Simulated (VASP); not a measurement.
BiTe, 2 atoms in the cell. It takes space group R-3m (No. 166, trigonal). The conventional cell has a = 4.909 Å, b = 4.909 Å, c = 10.083 Å, α = 90.00°, β = 90.00°, γ = 120.00°. Bi (site symmetry -3m) has 6 Te at 3.30 Å within 4.3 Å. Within 4.3 Å of Te (site symmetry -3m) lie 6 Bi at 3.30 Å.  This cell differs from its parent crystal: volume scaled by 1.04.

```yaml
Program: VASP 6.6.1
Task: single point
Functional: PBEsol
Potentials_or_basis: VASP PAW PBE potentials, release 64 (Bi_d, Te)
Cutoff: 520 eV
k_mesh: 7 × 7 × 7
Occupations: fermi-dirac, width 0.05 eV
Spin: no spin polarisation
Dipole_correction: no
Further_INCAR_settings: ALGO = Normal; EDIFF = 1e-06; NBANDS = 18
```

Potentials or basis: VASP PAW PBE potentials, release 64 (Bi_d, Te).

The run is started by

```console
$ cat potpaw_PBE.64/Bi_d/POTCAR potpaw_PBE.64/Te/POTCAR > POTCAR
$ mpirun -np 1 vasp_std > vasp.out
```

Hardware: 1 thread of Intel(R) Xeon(R) Platinum 8488C (Sapphire Rapids), with other jobs on the host.

How long does it take, and how much memory?

Run time: 45 s on 1 thread of Intel(R) Xeon(R) Platinum 8488C (Sapphire Rapids) (shared host), peak memory 0.23 GiB. Counts: scf iterations 12, k points 44.
